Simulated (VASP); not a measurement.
# Ta2N (Cmmm) in VASP: a series of runs

The runs below take Ta2N through single point, with PBE.

Everything below comes from runs of VASP 6.6.1. Logs are shortened: lines on timing, memory, paths and dates and some standing lists are left out, and cuts for length are marked.

### 1 The cell of the first run

Symmetry: Cmmm, No. 65, orthorhombic system. Conventional cell: a = 6.672 Å, b = 9.006 Å, c = 3.331 Å, α = 90.00°, β = 90.00°, γ = 90.00°. Ta (site symmetry 2mm) has 4 N at 2.16 to 3.01 Å and 5 Ta at 2.81 to 2.86 Å within 3.1 Å. Within 3.2 Å of Ta (site symmetry m2m) lie 4 N at 2.30 to 3.11 Å and 4 Ta at 2.81 to 2.83 Å. N (site symmetry mm2) has 1 N at 1.32 Å within 1.8 Å.

The cell was built from a structure type or drawn by symmetry, and may not be a known phase.

### 2 Single point, PBE

Contents of INCAR:

```
PREC     = Accurate       # precision mode
ENCUT    = 520            # plane-wave cutoff, eV
EDIFF    = 1E-6           # SCF threshold, eV
ISMEAR   = 0              # smearing method
SIGMA    = 0.1            # smearing width, eV
LREAL    = False          # projectors in reciprocal space
LASPH    = True           # aspherical terms in the spheres
NELM     = 100            # most SCF steps
ALGO     = Normal         # electronic algorithm
ISIF     = 2              # what is computed and relaxed
LWAVE    = False          # write WAVECAR
LCHARG   = False          # write CHGCAR
GGA      = PE             # functional
NBANDS   = 36             # bands
```

Contents of KPOINTS:

```
Automatic mesh
0
Gamma
  8 8 12
```

Contents of POSCAR:

```
Ta2N
1.0
    3.3357842341     -4.5031546685      0.0000000000
    3.3357842341      4.5031546685      0.0000000000
    0.0000000000      0.0000000000      3.3313388278
Ta N
4 2
Direct
    0.7140290675      0.7140290675      0.0000000000
    0.2859709325      0.2859709325      0.0000000000
    0.7709080297      0.2290919703      0.0000000000
    0.2290919703      0.7709080297      0.0000000000
    0.0000000000      0.0000000000      0.3026269550
    0.0000000000      0.0000000000      0.6973730450
```

Potentials or basis: VASP PAW PBE potentials, release 64 (Ta_pv, N).

Launch:

```console
> cat potpaw_PBE.64/Ta_pv/POTCAR potpaw_PBE.64/N/POTCAR > POTCAR
> mpirun -np 1 vasp_std > vasp.out
```

OUTCAR:

```text
PREC = Accurate
   ENCUT = 520
   EDIFF = 1E-6
   ISMEAR = 0
   LREAL = False
   LASPH = True
   NELM = 100
   ISIF = 2
   GGA = PE

 ion  position               nearest neighbor table
   1  0.714  0.714  0.000-   5 2.16   6 2.16   4 2.81   3 2.81   3 2.83   4 2.83   2 2.86
   2  0.286  0.286  0.000-   5 2.16   6 2.16   4 2.81   3 2.81   3 2.83   4 2.83   1 2.86
   3  0.771  0.229  0.000-   5 2.30   6 2.30   2 2.81   1 2.81   2 2.83   1 2.83   4 3.36   4 3.36

   4  0.229  0.771  0.000-   5 2.30   6 2.30   2 2.81   1 2.81   2 2.83   1 2.83   3 3.36   3 3.36

   5  0.000  0.000  0.303-   6 1.32   2 2.16   1 2.16   4 2.30   3 2.30
   6  0.000  0.000  0.697-   5 1.32   2 2.16   1 2.16   4 2.30   3 2.30

  LATTYP: Found a base centered orthorhombic cell.
 ALAT       =     6.6715684682
 B/A-ratio  =     1.3499538197
 C/A-ratio  =     0.4993336790

  Lattice vectors:

 A1 = (   3.3357842341,  -4.5031546685,   0.0000000000)
 A2 = (   3.3357842341,   4.5031546685,   0.0000000000)
 A3 = (   0.0000000000,   0.0000000000,   3.3313388278)

Analysis of symmetry for initial positions (statically):
=====================================================================
 Subroutine PRICEL returns:
 Original cell was already a primitive cell.

 Routine SETGRP: Setting up the symmetry group for a
 base centered orthorhombic supercell.

 Subroutine GETGRP returns: Found  8 space group operations
 (whereof  8 operations were pure point group operations)
 out of a pool of  8 trial point group operations.

The static configuration has the point symmetry D_2h.

Analysis of symmetry for dynamics (positions and initial velocities):
=====================================================================
 Subroutine PRICEL returns:
 Original cell was already a primitive cell.

 Routine SETGRP: Setting up the symmetry group for a
 base centered orthorhombic supercell.

 Subroutine GETGRP returns: Found  8 space group operations
 (whereof  8 operations were pure point group operations)
 out of a pool of  8 trial point group operations.

The dynamic configuration has the point symmetry D_2h.

 Subroutine INISYM returns: Found  8 space group operations
 (whereof  8 operations are pure point group operations),
 and found     1 'primitive' translations

----------------------------------------------------------------------------------------

                                     Primitive cell

  volume of cell :     100.0838

  direct lattice vectors                    reciprocal lattice vectors
     3.335784234 -4.503154668  0.000000000     0.149889790 -0.111033273  0.000000000
     3.335784234  4.503154668  0.000000000     0.149889790  0.111033273  0.000000000
     0.000000000  0.000000000  3.331338828     0.000000000  0.000000000  0.300179613

  length of vectors
     5.604093006  5.604093006  3.331338828     0.186535082  0.186535082  0.300179613

  position of ions in fractional coordinates (direct lattice)
     0.714029068  0.714029068  0.000000000
     0.285970932  0.285970932  0.000000000
     0.770908030  0.229091970  0.000000000
     0.229091970  0.770908030  0.000000000
     0.000000000  0.000000000  0.302626955
     0.000000000  0.000000000  0.697373045

  ion indices of the primitive-cell ions
   primitive index   ion index
                 1           1
                 2           2
                 3           3
                 4           4
                 5           5
                 6           6

----------------------------------------------------------------------------------------

 KPOINTS: Automatic mesh

Automatic generation of k-mesh.
 Grid dimensions read from file:
 generate k-points for:    8    8   12

 Generating k-lattice:

  Cartesian coordinates                     Fractional coordinates (reciprocal lattice)
     0.018736224 -0.013879159  0.000000000     0.125000000  0.000000000  0.000000000
     0.018736224  0.013879159  0.000000000     0.000000000  0.125000000  0.000000000
     0.000000000  0.000000000  0.025014968     0.000000000  0.000000000  0.083333333

  Length of vectors
     0.023316885  0.023316885  0.025014968

  Shift w.r.t. Gamma in fractional coordinates (k-lattice)
     0.000000000  0.000000000  0.000000000

 Subroutine IBZKPT returns following result:
 ===========================================

 Found    147 irreducible k-points:

 Following reciprocal coordinates:
            Coordinates               Weight
  0.000000  0.000000  0.000000      1.000000
  0.125000  0.000000  0.000000      4.000000
  0.250000  0.000000  0.000000      4.000000
  0.375000  0.000000  0.000000      4.000000
  0.500000  0.000000  0.000000      2.000000
  0.125000  0.125000  0.000000      2.000000
[... 16 lines left out ...]
  0.125000  0.000000  0.083333      8.000000
  0.250000  0.000000  0.083333      8.000000
 [... further k-points ...]
   k-points           NKPTS =    147   k-points in BZ     NKDIM =    147   number of bands    NBANDS=     36
   number of dos      NEDOS =    301   number of ions     NIONS =      6
   total plane-waves  NPLWV =  49392
   dimension x,y,z NGX =    42 NGY =   42 NGZ =   28
   dimension x,y,z NGXF=    84 NGYF=   84 NGZF=   56
   ions per type =               4   2
   NGX,Y,Z   is equivalent  to a cutoff of  12.46, 12.46, 13.97 a.u.
   NGXF,Y,Z  is equivalent  to a cutoff of  24.92, 24.92, 27.95 a.u.
 SYSTEM =  unknown system
   PREC   = accura    normal or accurate (medium, high low for compatibility)
   ISTART =      0    job   : 0-new  1-cont  2-samecut
   ICHARG =      2    charge: 1-file 2-atom 10-const
   ISPIN  =      1    spin polarized calculation?
   LNONCOLLINEAR =      F non collinear calculations
   LSORBIT =      F    spin-orbit coupling
   LASPH  =      T    aspherical Exc in radial PAW
   ENCUT  =  520.0 eV  38.22 Ry    6.18 a.u.  10.42 10.42  6.19*2*pi/ulx,y,z
   NELM   =    100;   NELMIN=  2; NELMDL= -5     # of ELM steps
   EDIFF  = 0.1E-05   stopping-criterion for ELM
   LREAL  =      F    real-space projection
   EDIFFG = 0.1E-04   stopping-criterion for IOM
   NSW    =      0    number of steps for IOM
   IBRION =     -1    ionic relax: 0-MD 1-quasi-New 2-CG
   NFREE  =      0    steps in history (QN), initial steepest desc. (CG)
   ISIF   =      2    stress and relaxation
   ISYM   =      2    0-nonsym 1-usesym 2-fastsym
   POTIM  = 0.5000    time-step for ionic-motion
   TEBEG  =    0.0;   TEEND  =   0.0 temperature during run
   PSTRESS=    0.0 pullay stress
   NELECT =      54.0000    total number of electrons
   NUPDOWN=      -1.0000    fix difference up-down
   EMIN   =  10.00;   EMAX   =-10.00  energy-range for DOS
   EFERMI =   0.00;   METHOD = LEGACY
   ISMEAR =     0;   SIGMA  =   0.10  broadening in eV -4-tet -1-fermi 0-gaus
   EFERMI_NEDOS =   21; number of points for ismear=-14 and -15
   IALGO  =     38    algorithm
   IMIX   =      4    mixing-type and parameters
     AMIX     =   0.40;   BMIX     =  1.00
     AMIX_MAG =   1.60;   BMIX_MAG =  1.00
  volume/ion in A,a.u.               =      16.68       112.57
  Fermi-wavevector in a.u.,A,eV,Ry     =   1.332759  2.518549 24.167293  1.776246
  Thomas-Fermi vector in A             =   2.461669
   LORBIT       =      0    0 simple, 1 ext, 2 COOP (PROOUT), +10 PAW based schemes
   GGA     = PE    functional components
   LHFCALC =     F    Hartree Fock is set to
   AEXX    =    0.0000 exact exchange contribution
   IVDW    =     0    specifies the selected vdW correction
   LEPSILON=     F    determine dielectric tensor
   LRPA    =     F    only Hartree local field effects (RPA)
 non-spin polarized calculation
 Gauss-broadening in eV      SIGMA  =   0.10
  energy-cutoff  :      520.00
  volume of cell :      100.08
 maximum number of plane-waves:      2720
 NGX is ok and might be reduce to    42
   NGX = 21   NGY = 21   NGZ = 13

 number of electron      54.0000003 magnetization

 Free energy of the ion-electron system (eV)
  ---------------------------------------------------
  ext. energy  EPLUGINS =         0.00000000
  ---------------------------------------------------
  free energy    TOTEN  =       -59.41952905 eV

  energy without entropy =      -59.39522152  energy(sigma->0) =      -59.40737529

 E-fermi :   4.9177     XC(G=0): -11.6209

 val. band max:        4.9147099489   @ k =   0.1250   0.0000   0.0000
 cond. band min:       4.9201435120   @ k =   0.1250   0.1250   0.1667
 fundamental gap:      0.0054335631
 Fermi energy:         4.9177216857

 k-point     1 :       0.0000    0.0000    0.0000
  band No.  band energies     occupation
      1     -30.2040      2.00000
      2     -30.1048      2.00000
      3     -30.0733      2.00000
      4     -29.7655      2.00000
      5     -29.7540      2.00000
      6     -29.7237      2.00000
[... 28 lines left out ...]
     35       8.0213      0.00000
     36       8.4995      0.00000

 k-point     2 :       0.1250    0.0000    0.0000
  band No.  band energies     occupation
      1     -30.1850      2.00000
      2     -30.0875      2.00000
      3     -30.0494      2.00000
      4     -29.7630      2.00000
      5     -29.7563      2.00000
      6     -29.7243      2.00000
[... 28 lines left out ...]
     35       7.9584      0.00000
     36       8.6247      0.00000

 k-point     3 :       0.2500    0.0000    0.0000
  band No.  band energies     occupation
      1     -30.1441      2.00000
      2     -30.0380      2.00000
      3     -29.9810      2.00000
      4     -29.7563      2.00000
      5     -29.7538      2.00000
      6     -29.7264      2.00000
[... 28 lines left out ...]
     35       8.0935      0.00000
     36       8.7195      0.00000
[... 742 lines left out ...]
 k-point    23 :       0.1250    0.0000    0.0833
  band No.  band energies     occupation
      1     -30.1823      2.00000
      2     -30.0859      2.00000
      3     -30.0480      2.00000
      4     -29.7756      2.00000
      5     -29.7552      2.00000
      6     -29.7358      2.00000
[... 28 lines left out ...]
     35       7.9482      0.00000
     36       8.5093      0.00000

 k-point    24 :       0.2500    0.0000    0.0833
  band No.  band energies     occupation
      1     -30.1417      2.00000
      2     -30.0364      2.00000
      3     -29.9795      2.00000
      4     -29.7687      2.00000
      5     -29.7526      2.00000
      6     -29.7379      2.00000
[... 28 lines left out ...]
     35       8.1740      0.00000
     36       8.6144      0.00000

 [... further k-points ...]
[... 5 lines left out ...]
  --------------------------------------------------------------------------------------
  -------------------------------------------------------------------------------------
  Total        0.1208508      0.1018835      0.1174046      0.0000000      0.0000000      0.0000000
  in kB        1.9346242      1.6309885      1.8794563      0.0000000      0.0000000      0.0000000
  external PRESSURE =       1.8150230 kB  Pullay stress =       0.0000000 kB

 VOLUME and BASIS-vectors are now :
 -----------------------------------------------------------------------------
  energy-cutoff  :      520.00
  volume of cell :      100.08
      direct lattice vectors                 reciprocal lattice vectors
     3.335784234 -4.503154668  0.000000000     0.149889790 -0.111033273  0.000000000
     3.335784234  4.503154668  0.000000000     0.149889790  0.111033273  0.000000000
     0.000000000  0.000000000  3.331338828     0.000000000  0.000000000  0.300179613

 POSITION                                       TOTAL-FORCE (eV/Angst)
 -----------------------------------------------------------------------------------
      4.76369      0.00000      0.00000        -0.038843      0.000000      0.000000
      1.90787      0.00000      0.00000         0.038843      0.000000      0.000000
      3.33578     -2.43988      0.00000         0.000000      0.023386      0.000000
      3.33578      2.43988      0.00000         0.000000     -0.023386      0.000000
      0.00000      0.00000      1.00815         0.000000      0.000000     -0.046298
      0.00000      0.00000      2.32319         0.000000      0.000000      0.046298
 -----------------------------------------------------------------------------------
    total drift:                                0.000000      0.000000     -0.000000

  FREE ENERGIE OF THE ION-ELECTRON SYSTEM (eV)
  ---------------------------------------------------
  free  energy   TOTEN  =       -59.4195290467 eV

  energy  without entropy=      -59.3952215249  energy(sigma->0) =      -59.40737529
```

Wall time 3.3 min (1 thread of Intel Xeon 6975P-C (Granite Rapids), shared host); peak memory 0.5 GiB.

Results:

- Free energy: -59.4195 eV
- Pressure: 0.2 GPa
- Largest force: 0.046 eV/Å
- Band gap on the k mesh: zero (bands 27 and 28 overlap by 1.46 eV)

Forces in eV/Å, atoms in the order of the input:
```
Ta  -0.039  0.000  0.000
Ta   0.039  0.000  0.000
Ta   0.000  0.023  0.000
Ta   0.000 -0.023  0.000
N    0.000  0.000 -0.046
N    0.000  0.000  0.046
```

Caveat: spin-orbit coupling is left out, which moves the levels of the heavy elements.

### 3 Single point, PBE, collinear spin

Contents of INCAR:

```
  ALGO = Normal
  EDIFF = 1E-7
  ENCUT = 520
  GGA = PE
  ISIF = 2
  ISMEAR = 0
  ISPIN = 2
  LASPH = T
  LCHARG = F
  LMAXMIX = 4
  LORBIT = 11
  LREAL = F
  LWAVE = F
  MAGMOM = 1 1 1 1 0 0
  NBANDS = 40
  NELM = 150
  PREC = Accurate
  SIGMA = 0.1
```

Contents of KPOINTS:

```
k-points
0
Gamma
  4 4 6
```

Contents of POSCAR:

```
Ta2N
1.0
    3.3512412594     -4.4697450305      0.0000000000
    3.3512412594      4.4697450305      0.0000000000
    0.0000000000      0.0000000000      3.3441185741
Ta N
4 2
Direct
    0.7147618236      0.7147618236      0.0000000000
    0.2852381764      0.2852381764      0.0000000000
    0.7706139887      0.2293860113      0.0000000000
    0.2293860113      0.7706139887      0.0000000000
    0.0000000000      0.0000000000      0.3027912828
    0.0000000000      0.0000000000      0.6972087172
```

Potentials or basis: VASP PAW PBE potentials, release 64 (Ta_pv, N).

Launch:

```console
> cat potpaw_PBE.64/Ta_pv/POTCAR potpaw_PBE.64/N/POTCAR > POTCAR
> mpirun -np 1 vasp_std > vasp.out
```

OUTCAR:

```text
EDIFF = 1E-7
   ENCUT = 520
   GGA = PE
   ISIF = 2
   ISMEAR = 0
   ISPIN = 2
   LASPH = T
   LORBIT = 11
   LREAL = F
   NELM = 150
   PREC = Accurate

 ion  position               nearest neighbor table
   1  0.715  0.715  0.000-   5 2.16   6 2.16   4 2.80   3 2.80   3 2.82   4 2.82   2 2.88
   2  0.285  0.285  0.000-   5 2.16   6 2.16   4 2.80   3 2.80   3 2.82   4 2.82   1 2.88
   3  0.771  0.229  0.000-   5 2.29   6 2.29   2 2.80   1 2.80   2 2.82   1 2.82   4 3.37   4 3.37

   4  0.229  0.771  0.000-   5 2.29   6 2.29   2 2.80   1 2.80   2 2.82   1 2.82   3 3.37   3 3.37
[... 2267 lines left out ...]
 -----------------------------------------------------------------------------------
      4.79068      0.00000      0.00000        -0.042136      0.000000      0.000000
      1.91180      0.00000      0.00000         0.042136      0.000000      0.000000
      3.35124     -2.41915      0.00000         0.000000      0.015088     -0.000000
      3.35124      2.41915      0.00000         0.000000     -0.015088      0.000000
      0.00000      0.00000      1.01257        -0.000000      0.000000     -0.005138
      0.00000      0.00000      2.33155         0.000000      0.000000      0.005138
 -----------------------------------------------------------------------------------
    total drift:                                0.000000      0.000000     -0.000000

  FREE ENERGIE OF THE ION-ELECTRON SYSTEM (eV)
  ---------------------------------------------------
  free  energy   TOTEN  =       -59.4300161953 eV

  energy  without entropy=      -59.4071209299  energy(sigma->0) =      -59.41856856

 total charge

# of ion       s       p       d       tot
------------------------------------------
    1        0.377   6.157   2.377   8.912
    2        0.377   6.157   2.377   8.912
    3        0.336   6.128   2.299   8.763
    4        0.336   6.128   2.299   8.763
    5        1.253   2.583   0.000   3.836
    6        1.253   2.583   0.000   3.836
--------------------------------------------------
tot          3.933  29.737   9.351  43.021

 magnetization (x)

# of ion       s       p       d       tot
------------------------------------------
    1        0.000   0.000   0.000   0.000
    2        0.000   0.000   0.000   0.000
    3        0.000   0.000   0.000   0.000
    4        0.000   0.000   0.000   0.000
    5       -0.000  -0.000   0.000  -0.000
    6       -0.000  -0.000   0.000  -0.000
--------------------------------------------------
tot          0.000  -0.000   0.000   0.000
```

It took 1.8 min on 1 thread of Intel Xeon 6975P-C (Granite Rapids), shared host; peak memory 0.35 GiB.

What came out:

- Free energy: -59.4300 eV
- Pressure: 0.2 GPa
- Largest force: 0.042 eV/Å
- Band gap on the k mesh: zero (filled and empty bands overlap)
- Net moment: 0.00 μB per cell
- Valence electrons inside the program's atomic spheres: Ta 8.91, 8.76 (each value once); N 3.84

Forces on the atoms (eV/Å):
```
Ta  -0.042  0.000  0.000
Ta   0.042  0.000  0.000
Ta   0.000  0.015  0.000
Ta   0.000 -0.015  0.000
N    0.000  0.000 -0.005
N    0.000  0.000  0.005
```

Caveat: spin-orbit coupling is left out, which moves the levels of the heavy elements.
